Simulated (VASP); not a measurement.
# KBr (P6_3/mmc) in VASP: single point with HSE06

Aim: the single point of KBr with HSE06.

Everything below comes from runs of VASP 6.6.1. Logs are shortened: lines on timing, memory, paths and dates and some standing lists are left out, and cuts for length are marked.

## (1) The cell of the first run

The structure is hexagonal, space group P6_3/mmc (No. 194). Conventional cell: a = 4.559 Å, b = 4.559 Å, c = 8.020 Å, α = 90.00°, β = 90.00°, γ = 120.00°. Within 4.6 Å of K (site symmetry -3m) lie 6 Br at 3.31 Å and 8 K at 4.01 to 4.56 Å. Br (site symmetry -6m2) has 6 K at 3.31 Å and 6 Br at 4.56 Å within 4.6 Å.

## (2) Single point, HSE06

Contents of POSCAR:

```
KBr
1.0
    4.5592982261      0.0000000000      0.0000000000
   -2.2796491130      3.9484680873      0.0000000000
    0.0000000000      0.0000000000      8.0200646050
K Br
2 2
Direct
    0.0000000000      0.0000000000      0.0000000000
    0.0000000000      0.0000000000      0.5000000000
    0.3333333333      0.6666666667      0.2500000000
    0.6666666667      0.3333333333      0.7500000000
```

Contents of INCAR.step1:

```
  ALGO = Normal
  EDIFF = 1E-5
  ENCUT = 400
  GGA = PE
  GGA_COMPAT = False
  ISIF = 2
  ISMEAR = 0
  LASPH = True
  LCHARG = False
  LREAL = False
  LWAVE = True
  NBANDS = 24
  NELM = 120
  PREC = Accurate
  SIGMA = 0.01
```

Contents of INCAR.step2:

```
  ALGO = Normal
  EDIFF = 1E-6
  ENCUT = 400
  GGA = PE
  GGA_COMPAT = False
  HFSCREEN = 0.2079
  ISIF = 2
  ISMEAR = 0
  ISTART = 1
  LASPH = True
  LCHARG = False
  LHFCALC = True
  LREAL = False
  LWAVE = False
  NBANDS = 24
  NELM = 120
  PREC = Accurate
  PRECFOCK = Normal
  SIGMA = 0.01
```

Contents of KPOINTS:

```
k-points
0
Gamma
  6 6 2
```

Potentials or basis: VASP PAW PBE potentials, release 64 (K_sv, Br).

The run is started by

```sh
> cat potpaw_PBE.64/K_sv/POTCAR potpaw_PBE.64/Br/POTCAR > POTCAR
> cp INCAR.step1 INCAR
> mpirun -np 1 vasp_std > vasp.out
> cp INCAR.step2 INCAR
> mpirun -np 1 vasp_std > vasp.out
```

OUTCAR:

```text
EDIFF = 1E-6
   ENCUT = 400
   GGA = PE
   HFSCREEN = 0.2079
   ISIF = 2
   ISMEAR = 0
   ISTART = 1
   LASPH = True
   LHFCALC = True
   LREAL = False
   NELM = 120
   PREC = Accurate
   PRECFOCK = Normal

 ion  position               nearest neighbor table
   1  0.000  0.000  0.000-
   2  0.000  0.000  0.500-
   3  0.333  0.667  0.250-
   4  0.667  0.333  0.750-

  LATTYP: Found a hexagonal cell.
 ALAT       =     4.5592982261
 C/A-ratio  =     1.7590568125

  Lattice vectors:

 A1 = (   4.5592982261,   0.0000000000,   0.0000000000)
 A2 = (  -2.2796491130,   3.9484680873,   0.0000000000)
 A3 = (   0.0000000000,   0.0000000000,   8.0200646050)

Analysis of symmetry for initial positions (statically):
=====================================================================
 Subroutine PRICEL returns:
 Original cell was already a primitive cell.

 Routine SETGRP: Setting up the symmetry group for a
 hexagonal supercell.

 Subroutine GETGRP returns: Found 24 space group operations
 (whereof 12 operations were pure point group operations)
 out of a pool of 24 trial point group operations.

The static configuration has the point symmetry D_3d.
 The point group associated with its full space group is D_6h.

Analysis of symmetry for dynamics (positions and initial velocities):
=====================================================================
 Subroutine PRICEL returns:
 Original cell was already a primitive cell.

 Routine SETGRP: Setting up the symmetry group for a
 hexagonal supercell.

 Subroutine GETGRP returns: Found 24 space group operations
 (whereof 12 operations were pure point group operations)
 out of a pool of 24 trial point group operations.

The dynamic configuration has the point symmetry D_3d.
 The point group associated with its full space group is D_6h.

 Subroutine INISYM returns: Found 24 space group operations
 (whereof 12 operations are pure point group operations),
 and found     1 'primitive' translations

----------------------------------------------------------------------------------------

                                     Primitive cell

  volume of cell :     144.3792

  direct lattice vectors                    reciprocal lattice vectors
     4.559298226  0.000000000  0.000000000     0.219332000  0.126631389  0.000000000
    -2.279649113  3.948468087  0.000000000     0.000000000  0.253262779  0.000000000
     0.000000000  0.000000000  8.020064605     0.000000000  0.000000000  0.124687275

  length of vectors
     4.559298226  4.559298226  8.020064605     0.253262779  0.253262779  0.124687275

  position of ions in fractional coordinates (direct lattice)
     0.000000000  0.000000000  0.000000000
     0.000000000  0.000000000  0.500000000
     0.333333333  0.666666667  0.250000000
     0.666666667  0.333333333  0.750000000

  ion indices of the primitive-cell ions
   primitive index   ion index
                 1           1
                 2           2
                 3           3
                 4           4

----------------------------------------------------------------------------------------

 KPOINTS: k-points

Automatic generation of k-mesh.
 Grid dimensions read from file:
 generate k-points for:    6    6    2

 Generating k-lattice:

  Cartesian coordinates                     Fractional coordinates (reciprocal lattice)
     0.036555333  0.021105232  0.000000000     0.166666667  0.000000000  0.000000000
     0.000000000  0.042210463  0.000000000     0.000000000  0.166666667  0.000000000
     0.000000000  0.000000000  0.062343637     0.000000000  0.000000000  0.500000000

  Length of vectors
     0.042210463  0.042210463  0.062343637

  Shift w.r.t. Gamma in fractional coordinates (k-lattice)
     0.000000000  0.000000000  0.000000000

 Subroutine IBZKPT returns following result:
 ===========================================

 Found     14 irreducible k-points:

 Following reciprocal coordinates:
            Coordinates               Weight
  0.000000  0.000000  0.000000      1.000000
  0.166667  0.000000  0.000000      6.000000
  0.333333  0.000000  0.000000      6.000000
  0.500000  0.000000  0.000000      3.000000
  0.166667  0.166667  0.000000      6.000000
  0.333333  0.166667  0.000000     12.000000
  0.333333  0.333333  0.000000      2.000000
  0.000000  0.000000  0.500000      1.000000
  0.166667  0.000000  0.500000      6.000000
  0.333333  0.000000  0.500000      6.000000
  0.500000  0.000000  0.500000      3.000000
  0.166667  0.166667  0.500000      6.000000
  0.333333  0.166667  0.500000     12.000000
  0.333333  0.333333  0.500000      2.000000
   k-points           NKPTS =     14   k-points in BZ     NKDIM =     72   number of bands    NBANDS=     24
   number of dos      NEDOS =    301   number of ions     NIONS =      4
   total plane-waves  NPLWV =  48600
   dimension x,y,z NGX =    30 NGY =   30 NGZ =   54
   dimension x,y,z NGXF=    60 NGYF=   60 NGZF=  108
   ions per type =               2   2
   NGX,Y,Z   is equivalent  to a cutoff of  10.94, 10.94, 11.19 a.u.
   NGXF,Y,Z  is equivalent  to a cutoff of  21.88, 21.88, 22.39 a.u.
 SYSTEM =  unknown system
   PREC   = accura    normal or accurate (medium, high low for compatibility)
   ISTART =      1    job   : 0-new  1-cont  2-samecut
   ICHARG =      0    charge: 1-file 2-atom 10-const
   ISPIN  =      1    spin polarized calculation?
   LNONCOLLINEAR =      F non collinear calculations
   LSORBIT =      F    spin-orbit coupling
   LASPH  =      T    aspherical Exc in radial PAW
   ENCUT  =  400.0 eV  29.40 Ry    5.42 a.u.   7.44  7.44 13.08*2*pi/ulx,y,z
   NELM   =    120;   NELMIN=  2; NELMDL=  0     # of ELM steps
   EDIFF  = 0.1E-05   stopping-criterion for ELM
   LREAL  =      F    real-space projection
   EDIFFG = 0.1E-04   stopping-criterion for IOM
   NSW    =      0    number of steps for IOM
   IBRION =     -1    ionic relax: 0-MD 1-quasi-New 2-CG
   NFREE  =      0    steps in history (QN), initial steepest desc. (CG)
   ISIF   =      2    stress and relaxation
   ISYM   =      3    0-nonsym 1-usesym 2-fastsym
   POTIM  = 0.5000    time-step for ionic-motion
   TEBEG  =    0.0;   TEEND  =   0.0 temperature during run
   PSTRESS=    0.0 pullay stress
   NELECT =      32.0000    total number of electrons
   NUPDOWN=      -1.0000    fix difference up-down
   EMIN   =  10.00;   EMAX   =-10.00  energy-range for DOS
   EFERMI =   0.00;   METHOD = LEGACY
   ISMEAR =     0;   SIGMA  =   0.01  broadening in eV -4-tet -1-fermi 0-gaus
   EFERMI_NEDOS =   21; number of points for ismear=-14 and -15
   IALGO  =     38    algorithm
   IMIX   =      1    mixing-type and parameters
     AMIX     =   0.40;   BMIX     =  1.00
     AMIX_MAG =   1.60;   BMIX_MAG =  1.00
  volume/ion in A,a.u.               =      36.09       243.58
  Fermi-wavevector in a.u.,A,eV,Ry     =   0.990733  1.872214 13.354826  0.981552
  Thomas-Fermi vector in A             =   2.122424
   LORBIT       =      0    0 simple, 1 ext, 2 COOP (PROOUT), +10 PAW based schemes
   GGA     = PE    functional components
   LHFCALC =     T    Hartree Fock is set to
   PRECFOCK=normal    Normal, Fast or Accurate (Low or Medium for compatibility)
   ENCUT4O =  -1.0   cutoff for four orbital integrals eV
   NKREDX  =     1    reduce k-point grid by
   NKREDY  =     1    reduce k-point grid by
   NKREDZ  =     1    reduce k-point grid by
   AEXX    =    0.2500 exact exchange contribution
   HFSCREEN=    0.2079 screening length (either q_TF or 0.3 A-1)
   HFSCREENC=   0.2079 screening length for correlation (either q_TF or 0.3 A-1)
   ENCUTFOCK=  -1.0 apply spherical cutoff to Coloumb kernel
   IVDW    =     0    specifies the selected vdW correction
   LEPSILON=     F    determine dielectric tensor
   LRPA    =     F    only Hartree local field effects (RPA)
 non-spin polarized calculation
 Gauss-broadening in eV      SIGMA  =   0.01
  energy-cutoff  :      400.00
  volume of cell :      144.38
 maximum number of plane-waves:      2642
 NGX is ok and might be reduce to    30
  NGX = 24; NGY = 24; NGZ = 40

 number of electron      31.9999999 magnetization

 Free energy of the ion-electron system (eV)
  ---------------------------------------------------
  ext. energy  EPLUGINS =         0.00000000
  ---------------------------------------------------
  free energy    TOTEN  =       -14.23661104 eV

  energy without entropy =      -14.23661104  energy(sigma->0) =      -14.23661104

 E-fermi :  -2.4714     XC(G=0):  -6.1660

 val. band max:       -2.5493919664   @ k =   0.0000   0.0000   0.0000
 cond. band min:       2.9643032114   @ k =   0.0000   0.0000   0.0000
 fundamental gap:      5.5136951778
 Fermi energy:        -2.4713649032

 k-point     1 :       0.0000    0.0000    0.0000
  band No.  band energies     occupation
      1     -32.6898      2.00000
      2     -32.6777      2.00000
      3     -16.1678      2.00000
      4     -15.9340      2.00000
      5     -14.8125      2.00000
      6     -14.8125      2.00000
[... 16 lines left out ...]
     23       6.9129      0.00000
     24       6.9694      0.00000

 k-point     2 :       0.1667    0.0000    0.0000
  band No.  band energies     occupation
      1     -32.6885      2.00000
      2     -32.6766      2.00000
      3     -16.1055      2.00000
      4     -15.9724      2.00000
      5     -14.8187      2.00000
      6     -14.8104      2.00000
[... 16 lines left out ...]
     23       7.1152      0.00000
     24       7.1809      0.00000

 k-point     3 :       0.3333    0.0000    0.0000
  band No.  band energies     occupation
      1     -32.6859      2.00000
      2     -32.6744      2.00000
      3     -16.0728      2.00000
      4     -15.9189      2.00000
      5     -14.8554      2.00000
      6     -14.8319      2.00000
[... 16 lines left out ...]
     23       7.9165      0.00000
     24       8.1762      0.00000

 k-point     4 :       0.5000    0.0000    0.0000
  band No.  band energies     occupation
      1     -32.6846      2.00000
      2     -32.6732      2.00000
      3     -16.1020      2.00000
      4     -15.8186      2.00000
      5     -14.9390      2.00000
      6     -14.8775      2.00000
[... 16 lines left out ...]
     23       8.4744      0.00000
     24       8.5453      0.00000

 k-point     5 :       0.1667    0.1667    0.0000
  band No.  band energies     occupation
      1     -32.6866      2.00000
      2     -32.6749      2.00000
      3     -16.0164      2.00000
      4     -16.0067      2.00000
      5     -14.8510      2.00000
      6     -14.8396      2.00000
[... 16 lines left out ...]
     23       7.6204      0.00000
     24       7.9647      0.00000

 k-point     6 :       0.3333    0.1667    0.0000
  band No.  band energies     occupation
      1     -32.6846      2.00000
      2     -32.6732      2.00000
      3     -16.0533      2.00000
      4     -15.8903      2.00000
      5     -14.9227      2.00000
      6     -14.8653      2.00000
[... 16 lines left out ...]
     23       7.8327      0.00000
     24       8.5298      0.00000
[... 109 lines left out ...]
 k-point    11 :       0.5000    0.0000    0.5000
  band No.  band energies     occupation
      1     -32.6789      2.00000
      2     -32.6789      2.00000
      3     -15.9776      2.00000
      4     -15.9776      2.00000
      5     -14.8547      2.00000
      6     -14.8547      2.00000
[... 16 lines left out ...]
     23       8.5148      0.00000
     24       8.5148      0.00000

 k-point    12 :       0.1667    0.1667    0.5000
  band No.  band energies     occupation
      1     -32.6807      2.00000
      2     -32.6807      2.00000
      3     -16.0064      2.00000
      4     -16.0064      2.00000
      5     -14.8535      2.00000
      6     -14.8535      2.00000
[... 16 lines left out ...]
     23       8.1541      0.00000
     24       8.1541      0.00000

 k-point    13 :       0.3333    0.1667    0.5000
  band No.  band energies     occupation
      1     -32.6789      2.00000
      2     -32.6789      2.00000
      3     -15.9754      2.00000
      4     -15.9754      2.00000
      5     -14.8564      2.00000
      6     -14.8564      2.00000
[... 16 lines left out ...]
     23       8.2759      0.00000
     24       8.2759      0.00000

 k-point    14 :       0.3333    0.3333    0.5000
  band No.  band energies     occupation
      1     -32.6783      2.00000
      2     -32.6783      2.00000
      3     -15.9631      2.00000
      4     -15.9631      2.00000
      5     -14.8679      2.00000
      6     -14.8679      2.00000
[... 16 lines left out ...]
     23       7.8299      0.00000
     24       7.8336      0.00000

------------------------ aborting loop because EDIFF is reached ----------------------------------------

  FORCE on cell =-STRESS in cart. coord.  units (eV):
  Direction    XX          YY          ZZ          XY          YZ          ZX
  --------------------------------------------------------------------------------------
  -------------------------------------------------------------------------------------
  Total        0.3908540      0.3908540      0.3844517      0.0000000      0.0000000      0.0000000
  in kB        4.3373118      4.3373118      4.2662654      0.0000000      0.0000000      0.0000000
  external PRESSURE =       4.3136297 kB  Pullay stress =       0.0000000 kB

 VOLUME and BASIS-vectors are now :
 -----------------------------------------------------------------------------
  energy-cutoff  :      400.00
  volume of cell :      144.38
      direct lattice vectors                 reciprocal lattice vectors
     4.559298226  0.000000000  0.000000000     0.219332000  0.126631389  0.000000000
    -2.279649113  3.948468087  0.000000000     0.000000000  0.253262779  0.000000000
     0.000000000  0.000000000  8.020064605     0.000000000  0.000000000  0.124687275

 POSITION                                       TOTAL-FORCE (eV/Angst)
 -----------------------------------------------------------------------------------
      0.00000      0.00000      0.00000        -0.000000     -0.000000     -0.000000
      0.00000      0.00000      4.01003        -0.000000     -0.000000     -0.000000
     -0.00000      2.63231      2.00502        -0.000000     -0.000000      0.000000
      2.27965      1.31616      6.01505         0.000000      0.000000      0.000000
 -----------------------------------------------------------------------------------
    total drift:                               -0.000000      0.000000      0.000000

  FREE ENERGIE OF THE ION-ELECTRON SYSTEM (eV)
  ---------------------------------------------------
  free  energy   TOTEN  =       -14.2366110444 eV

  energy  without entropy=      -14.2366110444  energy(sigma->0) =      -14.23661104
```

It took 82 min on 1 thread of Intel Xeon 8259CL, shared host; peak memory 0.37 GiB.

What came out:

```
Free energy            : -14.2366 eV
Pressure               : 0.4 GPa
Band gap on the k mesh : 5.51 eV
```

Levels at points of the mesh, in eV from the valence-band top:
| k point | band 13 | band 14 | band 15 | band 16 | band 17 | band 18 | band 19 | band 20 |
| --- | --- | --- | --- | --- | --- | --- | --- | --- |
| (0.00, 0.00, 0.00) | -0.28 | -0.18 | 0.00 | 0.00 | 5.51 | 7.73 | 7.98 | 9.25 |
| (0.50, 0.00, 0.00) | -0.59 | -0.58 | -0.37 | -0.29 | 7.30 | 8.03 | 8.22 | 9.09 |
| (0.00, 0.00, 0.50) | -0.14 | -0.14 | -0.14 | -0.14 | 6.74 | 6.74 | 8.57 | 8.57 |
| (0.50, 0.00, 0.50) | -0.49 | -0.49 | -0.33 | -0.33 | 7.94 | 7.94 | 8.03 | 8.03 |

Caveat: the PAW data sets were made with another functional, which shifts forces and pressure a little.
